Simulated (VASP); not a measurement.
# Ta (Im-3m) in VASP: further runs

Ta is run at these levels: PBE; tasks: single point, relaxation of cell and atoms.

Program: VASP 6.6.1. These are calculated values, not measurements. Logs are shortened: lines on timing, memory, paths and dates and some standing lists are left out, and cuts for length are marked.

### 1 The cell of the first run

Symmetry: Im-3m, No. 229, cubic system. The conventional cell has a = 3.224 Å, b = 3.224 Å, c = 3.224 Å, α = 90.00°, β = 90.00°, γ = 90.00°. Within 3.7 Å of Ta (site symmetry m-3m) lie 14 Ta at 2.79 to 3.22 Å.

### 2 Single point, PBE

INCAR

```
SYSTEM = Ta
PREC = Accurate ; ENCUT = 520
EDIFF = 1E-7 ; ISMEAR = 0
SIGMA = 0.1 ; LREAL = .FALSE.
LASPH = .TRUE. ; NELM = 60
ALGO = Normal ; ISIF = 2
LWAVE = .FALSE. ; LCHARG = .FALSE.
GGA = PE ; NBANDS = 12
```

KPOINTS

```
Automatic mesh
0
G
  8 8 8
  0 0 0
```

POSCAR

```
Ta
1.0
   -1.6120325800      1.6120325800      1.6120325800
    1.6120325800     -1.6120325800      1.6120325800
    1.6120325800      1.6120325800     -1.6120325800
Ta
1
Direct
    0.0000000000      0.0000000000      0.0000000000
```

Potentials or basis: VASP PAW PBE potentials, release 64 (Ta_pv).

Started as:

```sh
> cat potpaw_PBE.64/Ta_pv/POTCAR > POTCAR
> mpirun -np 1 vasp_std > vasp.out
```

OUTCAR:

```text
SYSTEM = Ta
   PREC = Accurate
   ENCUT = 520
   EDIFF = 1E-7
   ISMEAR = 0
   LREAL = .FALSE.
   LASPH = .TRUE.
   NELM = 60
   ISIF = 2
   GGA = PE

 ion  position               nearest neighbor table
   1  0.000  0.000  0.000-

  LATTYP: Found a body centered cubic cell.
 ALAT       =     3.2240651600

  Lattice vectors:

 A1 = (  -1.6120325800,   1.6120325800,   1.6120325800)
 A2 = (   1.6120325800,  -1.6120325800,   1.6120325800)
 A3 = (   1.6120325800,   1.6120325800,  -1.6120325800)

Analysis of symmetry for initial positions (statically):
=====================================================================
 Subroutine PRICEL returns:
 Original cell was already a primitive cell.

 Routine SETGRP: Setting up the symmetry group for a
 body centered cubic supercell.

 Subroutine GETGRP returns: Found 48 space group operations
 (whereof 48 operations were pure point group operations)
 out of a pool of 48 trial point group operations.

The static configuration has the point symmetry O_h .

Analysis of symmetry for dynamics (positions and initial velocities):
=====================================================================
 Subroutine PRICEL returns:
 Original cell was already a primitive cell.

 Routine SETGRP: Setting up the symmetry group for a
 body centered cubic supercell.

 Subroutine GETGRP returns: Found 48 space group operations
 (whereof 48 operations were pure point group operations)
 out of a pool of 48 trial point group operations.

The dynamic configuration has the point symmetry O_h .

 Subroutine INISYM returns: Found 48 space group operations
 (whereof 48 operations are pure point group operations),
 and found     1 'primitive' translations

----------------------------------------------------------------------------------------

                                     Primitive cell

  volume of cell :      16.7564

  direct lattice vectors                    reciprocal lattice vectors
    -1.612032580  1.612032580  1.612032580     0.000000000  0.310167429  0.310167429
     1.612032580 -1.612032580  1.612032580     0.310167429  0.000000000  0.310167429
     1.612032580  1.612032580 -1.612032580     0.310167429  0.310167429  0.000000000

  length of vectors
     2.792122332  2.792122332  2.792122332     0.438642984  0.438642984  0.438642984

  position of ions in fractional coordinates (direct lattice)
     0.000000000  0.000000000  0.000000000

  ion indices of the primitive-cell ions
   primitive index   ion index
                 1           1

----------------------------------------------------------------------------------------

 KPOINTS: Automatic mesh

Automatic generation of k-mesh.
 Grid dimensions read from file:
 generate k-points for:    8    8    8

 Generating k-lattice:

  Cartesian coordinates                     Fractional coordinates (reciprocal lattice)
     0.000000000  0.038770929  0.038770929     0.125000000  0.000000000  0.000000000
     0.038770929  0.000000000  0.038770929     0.000000000  0.125000000  0.000000000
     0.038770929  0.038770929  0.000000000     0.000000000  0.000000000  0.125000000

  Length of vectors
     0.054830373  0.054830373  0.054830373

  Shift w.r.t. Gamma in fractional coordinates (k-lattice)
     0.000000000  0.000000000  0.000000000

 Subroutine IBZKPT returns following result:
 ===========================================

 Found     29 irreducible k-points:

 Following reciprocal coordinates:
            Coordinates               Weight
  0.000000  0.000000  0.000000      1.000000
  0.125000  0.000000  0.000000     12.000000
  0.250000  0.000000  0.000000     12.000000
  0.375000  0.000000  0.000000     12.000000
  0.500000  0.000000  0.000000      6.000000
  0.125000  0.125000  0.000000     24.000000
[... 16 lines left out ...]
 -0.250000  0.250000  0.250000      6.000000
 -0.375000  0.375000  0.250000     24.000000
 [... further k-points ...]
   k-points           NKPTS =     29   k-points in BZ     NKDIM =     29   number of bands    NBANDS=     12
   number of dos      NEDOS =    301   number of ions     NIONS =      1
   total plane-waves  NPLWV =  13824
   dimension x,y,z NGX =    24 NGY =   24 NGZ =   24
   dimension x,y,z NGXF=    48 NGYF=   48 NGZF=   48
   ions per type =               1
   NGX,Y,Z   is equivalent  to a cutoff of  14.29, 14.29, 14.29 a.u.
   NGXF,Y,Z  is equivalent  to a cutoff of  28.58, 28.58, 28.58 a.u.
 SYSTEM =  Ta
   PREC   = accura    normal or accurate (medium, high low for compatibility)
   ISTART =      0    job   : 0-new  1-cont  2-samecut
   ICHARG =      2    charge: 1-file 2-atom 10-const
   ISPIN  =      1    spin polarized calculation?
   LNONCOLLINEAR =      F non collinear calculations
   LSORBIT =      F    spin-orbit coupling
   LASPH  =      T    aspherical Exc in radial PAW
   ENCUT  =  520.0 eV  38.22 Ry    6.18 a.u.   5.19  5.19  5.19*2*pi/ulx,y,z
   NELM   =     60;   NELMIN=  2; NELMDL= -5     # of ELM steps
   EDIFF  = 0.1E-06   stopping-criterion for ELM
   LREAL  =      F    real-space projection
   EDIFFG = 0.1E-05   stopping-criterion for IOM
   NSW    =      0    number of steps for IOM
   IBRION =     -1    ionic relax: 0-MD 1-quasi-New 2-CG
   NFREE  =      0    steps in history (QN), initial steepest desc. (CG)
   ISIF   =      2    stress and relaxation
   ISYM   =      2    0-nonsym 1-usesym 2-fastsym
   POTIM  = 0.5000    time-step for ionic-motion
   TEBEG  =    0.0;   TEEND  =   0.0 temperature during run
   PSTRESS=    0.0 pullay stress
   NELECT =      11.0000    total number of electrons
   NUPDOWN=      -1.0000    fix difference up-down
   EMIN   =  10.00;   EMAX   =-10.00  energy-range for DOS
   EFERMI =   0.00;   METHOD = LEGACY
   ISMEAR =     0;   SIGMA  =   0.10  broadening in eV -4-tet -1-fermi 0-gaus
   EFERMI_NEDOS =   21; number of points for ismear=-14 and -15
   IALGO  =     38    algorithm
   IMIX   =      4    mixing-type and parameters
     AMIX     =   0.40;   BMIX     =  1.00
     AMIX_MAG =   1.60;   BMIX_MAG =  1.00
  volume/ion in A,a.u.               =      16.76       113.08
  Fermi-wavevector in a.u.,A,eV,Ry     =   1.422805  2.688711 27.543264  2.024373
  Thomas-Fermi vector in A             =   2.543469
   LORBIT       =      0    0 simple, 1 ext, 2 COOP (PROOUT), +10 PAW based schemes
   GGA     = PE    functional components
   LHFCALC =     F    Hartree Fock is set to
   AEXX    =    0.0000 exact exchange contribution
   IVDW    =     0    specifies the selected vdW correction
   LEPSILON=     F    determine dielectric tensor
   LRPA    =     F    only Hartree local field effects (RPA)
 non-spin polarized calculation
 Gauss-broadening in eV      SIGMA  =   0.10
  energy-cutoff  :      520.00
  volume of cell :       16.76
 maximum number of plane-waves:       466
 NGX is ok and might be reduce to    24
   NGX = 11   NGY = 11   NGZ = 11

 number of electron      10.9999998 magnetization

 Free energy of the ion-electron system (eV)
  ---------------------------------------------------
  ext. energy  EPLUGINS =         0.00000000
  ---------------------------------------------------
  free energy    TOTEN  =       -11.76188203 eV

  energy without entropy =      -11.75866817  energy(sigma->0) =      -11.76027510

 E-fermi :   6.0335     XC(G=0): -12.9901

 val. band max:        5.9575752373   @ k =   0.2500   0.0000   0.0000
 cond. band min:       6.0729105168   @ k =  -0.2500   0.2500   0.1250
 fundamental gap:      0.1153352795
 Fermi energy:         6.0334910131

 k-point     1 :       0.0000    0.0000    0.0000
  band No.  band energies     occupation
      1     -26.6837      2.00000
      2     -26.6837      2.00000
      3     -26.6837      2.00000
      4      -2.1000      2.00000
      5       6.8210      0.00000
      6       6.8210      0.00000
      7       6.8210      0.00000
      8      10.3555      0.00000
      9      10.3555      0.00000
     10      21.4403      0.00000
     11      21.4403      0.00000
     12      21.4403      0.00000

 k-point     2 :       0.1250    0.0000    0.0000
  band No.  band energies     occupation
      1     -26.9214      2.00000
      2     -26.7556      2.00000
      3     -26.6854      2.00000
      4      -1.3615      2.00000
      5       6.3530      0.00001
      6       6.6212      0.00000
      7       7.5669      0.00000
      8       9.7549      0.00000
      9      10.3654      0.00000
     10      21.0457      0.00000
     11      22.0513      0.00000
     12      22.7278      0.00000

 k-point     3 :       0.2500    0.0000    0.0000
  band No.  band energies     occupation
      1     -27.4635      2.00000
      2     -26.9254      2.00000
      3     -26.6898      2.00000
      4       0.3409      2.00000
      5       5.4006      2.00000
      6       5.9576      1.71700
      7       9.6802      0.00000
      8       9.7323      0.00000
      9      10.5569      0.00000
     10      21.0426      0.00000
     11      21.8485      0.00000
     12      23.9532      0.00000
[... 286 lines left out ...]
 k-point    23 :      -0.2500    0.2500    0.2500
  band No.  band energies     occupation
      1     -27.4950      2.00000
      2     -27.1879      2.00000
      3     -27.1879      2.00000
      4       2.3582      2.00000
      5       4.9083      2.00000
      6       7.4160      0.00000
      7       7.4160      0.00000
      8       9.5040      0.00000
      9      11.5874      0.00000
     10      21.0288      0.00000
     11      21.4769      0.00000
     12      26.8947      0.00000

 k-point    24 :      -0.3750    0.3750    0.2500
  band No.  band energies     occupation
      1     -27.7914      2.00000
      2     -27.3663      2.00000
      3     -27.2352      2.00000
      4       3.1030      2.00000
      5       3.8594      2.00000
      6       7.4214      0.00000
      7       8.1762      0.00000
      8      11.9683      0.00000
      9      12.1758      0.00000
     10      20.9914      0.00000
     11      21.2574      0.00000
     12      23.6640      0.00000

 [... further k-points ...]
[... 5 lines left out ...]
  --------------------------------------------------------------------------------------
  -------------------------------------------------------------------------------------
  Total        1.9662786      1.9662786      1.9662786     -0.0000000     -0.0000000      0.0000000
  in kB      188.0070730    188.0070730    188.0070730     -0.0000000     -0.0000000      0.0000000
  external PRESSURE =     188.0070730 kB  Pullay stress =       0.0000000 kB

 VOLUME and BASIS-vectors are now :
 -----------------------------------------------------------------------------
  energy-cutoff  :      520.00
  volume of cell :       16.76
      direct lattice vectors                 reciprocal lattice vectors
    -1.612032580  1.612032580  1.612032580     0.000000000  0.310167429  0.310167429
     1.612032580 -1.612032580  1.612032580     0.310167429  0.000000000  0.310167429
     1.612032580  1.612032580 -1.612032580     0.310167429  0.310167429  0.000000000

 POSITION                                       TOTAL-FORCE (eV/Angst)
 -----------------------------------------------------------------------------------
      0.00000      0.00000      0.00000        -0.000000     -0.000000     -0.000000
 -----------------------------------------------------------------------------------
    total drift:                                0.000000      0.000000     -0.000000

  FREE ENERGIE OF THE ION-ELECTRON SYSTEM (eV)
  ---------------------------------------------------
  free  energy   TOTEN  =       -11.7618820340 eV

  energy  without entropy=      -11.7586681652  energy(sigma->0) =      -11.76027510
```

Wall time 5.6 s (1 thread of Intel Xeon Platinum 8488C (Sapphire Rapids), shared host); peak memory 0.14 GiB.

Results:

```
Free energy : -11.7619 eV
Pressure    : 18.8 GPa
```

Levels at points of the mesh, in eV from the Fermi level:
```csv
k point,band 1,band 2,band 3,band 4,band 5,band 6,band 7,band 8,band 9,band 10
"(0.00, 0.00, 0.00)",-32.72,-32.72,-32.72,-8.13,0.79,0.79,0.79,4.32,4.32,15.41
"(0.50, 0.00, 0.00)",-34.20,-33.19,-32.73,-4.66,-1.71,2.01,4.26,5.37,8.59,12.33
"(0.50, 0.50, 0.50)",-33.74,-33.74,-33.74,-4.20,-4.20,7.51,7.51,7.51,9.41,9.41
```

Caveat: spin-orbit coupling is left out, which moves the levels of the heavy elements.

### 3 Single point, PBE

This run uses another cell than the first one, of 18.10 Å³/atom, 1.080 times its volume.

INCAR

```
PREC = Accurate
ENCUT = 520
EDIFF = 1E-6
ISMEAR = 0
SIGMA = 0.1
LREAL = F
LASPH = T
NELM = 80
ALGO = Fast
ISIF = 2
LWAVE = F
LCHARG = F
GGA = PE
NBANDS = 12
```

KPOINTS

```
Automatic mesh
0
Gamma
  8 8 8
```

POSCAR

```
Ta
1.0
   -1.6539927006      1.6539927006      1.6539927006
    1.6539927006     -1.6539927006      1.6539927006
    1.6539927006      1.6539927006     -1.6539927006
Ta
1
Direct
    0.0000000000      0.0000000000      0.0000000000
```

Potentials or basis: VASP PAW PBE potentials, release 64 (Ta_pv).

Started as:

```sh
> cat potpaw_PBE.64/Ta_pv/POTCAR > POTCAR
> mpirun -np 1 vasp_std > vasp.out
```

Run time: 6.4 s. Hardware: 1 thread of Intel Xeon Platinum 8488C (Sapphire Rapids), shared host; peak memory 0.14 GiB.

The run converged. Its results:

* Free energy: -11.8364 eV
* Pressure: 0.1 GPa

Levels at points of the mesh, in eV from the Fermi level:
| k point | band 3 | band 4 | band 5 | band 6 | band 7 | band 8 |
| --- | --- | --- | --- | --- | --- | --- |
| (0.00, 0.00, 0.00) | -33.08 | -7.92 | 0.73 | 0.73 | 0.73 | 3.98 |
| (0.50, 0.00, 0.00) | -33.09 | -4.37 | -1.54 | 1.54 | 3.86 | 4.89 |
| (0.50, 0.50, 0.50) | -33.89 | -3.79 | -3.79 | 6.80 | 6.80 | 6.80 |

Caveat: spin-orbit coupling is left out, which moves the levels of the heavy elements.

### 4 Relaxation of cell and atoms, PBE

INCAR

```
PREC     = Accurate       # precision mode
ENCUT    = 600            # plane-wave cutoff, eV
EDIFF    = 1E-6           # SCF threshold, eV
ISMEAR   = 0              # smearing method
SIGMA    = 0.1            # smearing width, eV
LREAL    = False          # projectors in reciprocal space
LASPH    = True           # aspherical terms in the spheres
NELM     = 60             # most SCF steps
ALGO     = Normal         # electronic algorithm
ISIF     = 3              # what is computed and relaxed
LWAVE    = False          # write WAVECAR
LCHARG   = False          # write CHGCAR
GGA      = PE             # functional
IBRION   = 2              # ionic algorithm
NSW      = 80             # ionic steps
EDIFFG   = -0.05          # ionic threshold
```

KPOINTS is that of step 3.

POSCAR

```
Ta
1.0
   -1.6120325800      1.6120325800      1.6120325800
    1.6120325800     -1.6120325800      1.6120325800
    1.6120325800      1.6120325800     -1.6120325800
Ta
1
Direct
    0.0000000000      0.0000000000      0.0000000000
```

Started as:

```sh
> cat potpaw_PBE.64/Ta_pv/POTCAR > POTCAR
> mpirun -np 1 vasp_std > vasp.out
```

Wall time 13 s (1 thread of Intel Xeon Platinum 8488C (Sapphire Rapids), shared host); peak memory 0.14 GiB.

Results (log left out):

```yaml
Free_energy: -11.8364 eV
Relaxed_volume: 18.12 Å³/atom
Relaxed_cell: a = 2.866 Å, b = 2.866 Å, c = 2.866 Å, α = 109.47°, β = 109.47°, γ = 109.47°
Space_group_after_relaxing_to_0.05_Å: Im-3m (No. 229)
Energy_gained_by_relaxing: 74.1 meV/atom
Ionic_steps: 4
Pressure_after_relaxing: -0.1 GPa
```

Step by step:
```tsv
step	energy change (eV)	largest force (eV/Å)	pressure (GPa)	volume (Å³)
1	0.0000	0.0000	18.82	16.76
2	0.2959	0.0000	-25.63	22.00
3	-0.0737	0.0000	-1.23	18.22
4	-0.0741	0.0000	-0.14	18.12
```

Final structure:
```yaml
crystal:
  lattice:
    - [-1.65470, 1.65470, 1.65470]
    - [1.65470, -1.65470, 1.65470]
    - [1.65470, 1.65470, -1.65470]
  atoms:
    - { symbol: Ta, position: [0.00000, 0.00000, 0.00000] }
```

Levels at points of the mesh, in eV from the Fermi level:
| k point | band 1 | band 2 | band 3 | band 4 | band 5 | band 6 | band 7 | band 8 | band 9 |
| --- | --- | --- | --- | --- | --- | --- | --- | --- | --- |
| (0.00, 0.00, 0.00) | -33.09 | -33.09 | -33.09 | -7.92 | 0.73 | 0.73 | 0.73 | 3.98 | 3.98 |
| (0.50, 0.00, 0.00) | -34.24 | -33.46 | -33.09 | -4.37 | -1.53 | 1.54 | 3.86 | 4.88 | 7.74 |
| (0.50, 0.50, 0.50) | -33.89 | -33.89 | -33.89 | -3.78 | -3.78 | 6.79 | 6.79 | 6.79 | 8.58 |

Caveat: spin-orbit coupling is left out, which moves the levels of the heavy elements. Zero-point motion and thermal expansion aren't in these numbers.

### 5 Single point, PBE

This run uses another cell than the first one, of 18.28 Å³/atom, 1.091 times its volume.

INCAR

```
PREC = Accurate
ENCUT = 520
EDIFF = 1E-6
ISMEAR = 0
SIGMA = 0.1
LREAL = F
LASPH = T
NELM = 60
ALGO = Normal
ISIF = 2
LWAVE = F
LCHARG = T
GGA = PE
LELF = T
LVHAR = T
NBANDS = 12
```

KPOINTS

```
Automatic mesh
0
Gamma
  18 18 18
```

POSCAR

```
Ta
1.0
   -1.6595939781      1.6595939781      1.6595939781
    1.6595939781     -1.6595939781      1.6595939781
    1.6595939781      1.6595939781     -1.6595939781
Ta
1
Direct
    0.0000000000      0.0000000000      0.0000000000
```

Started as:

```sh
> cat potpaw_PBE.64/Ta_pv/POTCAR > POTCAR
> mpirun -np 1 vasp_std > vasp.out
```

It took 26 s on 1 thread of Intel Xeon Platinum 8488C (Sapphire Rapids), shared host; peak memory 0.17 GiB.

The run converged. Its results:

- Free energy: -11.8163 eV
- Pressure: 0.0 GPa

Levels at points of the mesh, in eV from the Fermi level:
```tsv
k point	band 2	band 3	band 4	band 5	band 6	band 7	band 8	band 9
(0.00, 0.00, 0.00)	-33.14	-33.14	-7.87	0.72	0.72	0.72	3.94	3.94
(0.50, 0.00, 0.00)	-33.50	-33.15	-4.32	-1.51	1.51	3.82	4.83	7.64
(0.50, 0.50, 0.50)	-33.92	-33.92	-3.72	-3.72	6.70	6.70	6.70	8.51
```

Caveat: spin-orbit coupling is left out, which moves the levels of the heavy elements.

### 6 The runs side by side

| task | cell | k mesh | cutoff (eV) | gap on the mesh (eV) | pressure (GPa) |
| --- | --- | --- | --- | --- | --- |
| single point | a = 2.792 Å, angles 109.5°, 1 atom | 8 × 8 × 8 | 520 | none | 18.8 |
| single point | a = 2.865 Å, angles 109.5°, 1 atom | 8 × 8 × 8 | 520 | none | 0.1 |
| relaxation of cell and atoms | relaxed from a = 2.792 Å, angles 109.5°, 1 atom | 8 × 8 × 8 | 600 | none | -0.1 |
| single point | a = 2.875 Å, angles 109.5°, 1 atom | 18 × 18 × 18 | 520 | none | 0.0 |

Alike in all rows: level PBE; potentials or basis VASP PAW PBE potentials, release 64 (Ta_pv); no spin polarisation; smearing gaussian 0.1 eV.

Caveats: spin-orbit coupling is left out, which moves the levels of the heavy elements.

Total energies depend on the potentials used, so only differences within one code and one set of settings carry meaning.
